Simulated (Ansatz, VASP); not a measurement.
**Ir3Ru2: VASP beside Ansatz**

```xyz
10
Lattice="2.7398 0.0000 0.0000 -1.3699 2.3728 0.0000 0.0000 0.0000 21.8756" Properties=species:S:1:pos:R:3 pbc="T T T"
Ru    1.3699    0.7909    2.1830
Ru    1.3699    0.7909    6.5338
Ru    1.3699    0.7909   15.3418
Ru    1.3699    0.7909   19.6926
Ir    0.0000    1.5818    0.0000
Ir    0.0000    1.5818    4.3574
Ir    0.0000    1.5818    8.6882
Ir    0.0000    1.5818   13.1874
Ir    0.0000    1.5818   17.5182
Ir    1.3699    0.7909   10.9378
```

Alike in both runs: functional PBE; k mesh 18 × 18 × 2; occupations gaussian, width 0.1 eV; no spin polarisation.

Ansatz relaxed the structure, and its values are those at the end. VASP's run is a single point on that final structure, the one shown.

|  | VASP | Ansatz |
| --- | --- | --- |
| version | VASP 6.6.1 | Ansatz 0.2.0 |
| potentials or method | VASP PAW PBE potentials, release 64 (Ru_pv, Ir), cutoff 500 eV | scalar-relativistic, plane waves, PAW |
| valence electrons in the cell | 110 | 166 |

Ansatz gave:

| Item | Value |
| --- | --- |
| gap on the k mesh at the Fermi level (eV) | none |
| pressure (GPa) | 0.0 |
| rms of the force components (eV/Å) | 0.001 |

Q: What did VASP give for the same quantities?

A: gap on the k mesh at the Fermi level (eV): none; pressure (GPa): 0.3; rms of the force components (eV/Å): 0.005.

A gap of «none» marks a metal or a gap that the smearing closes. With one functional, cell and mesh, what is left measures potentials, basis and numerics. VASP's potentials hold 110 valence electrons a cell and Ansatz's 166, so a difference there can come from the potentials and not from the codes.

Spin-orbit coupling is off throughout.
